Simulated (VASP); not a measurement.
PbSe:

```
CELL_PARAMETERS angstrom
3.75892 0.00000 0.00000
0.00000 3.75892 0.00000
0.00000 0.00000 3.75892
ATOMIC_POSITIONS crystal
Pb 0.00000 0.00000 0.00000
Se 0.50000 0.50000 0.50000
```

This cell differs from its parent crystal: volume scaled by 0.98.

Base run:

- Program: VASP 6.6.1
- Functional: PBEsol
- Potentials or basis: VASP PAW PBE potentials, release 64 (Pb_d, Se)
- Cutoff: 520 eV
- k mesh: 7 × 7 × 7
- Occupations: fermi-dirac, width 0.05 eV
- Spin: no spin polarisation

Its results: band gap on the k mesh zero (band 10 reaches 5.39 eV, above the bottom of band 11 at 5.15 eV); pressure -2.3 GPa.

The run is repeated on the same cell with these changes: functional from PBEsol to LDA; potentials or basis from VASP PAW PBE potentials, release 64 (Pb_d, Se) to VASP PAW LDA potentials, release 64 (Pb_d, Se). What comes out?

Band gap on the k mesh zero (band 10 reaches 5.39 eV, above the bottom of band 11 at 5.14 eV); pressure -3.9 GPa.

Caveats: spin-orbit coupling is left out, which moves the levels of the heavy elements; the PAW data sets were made with another functional, which shifts forces and pressure a little (some runs).
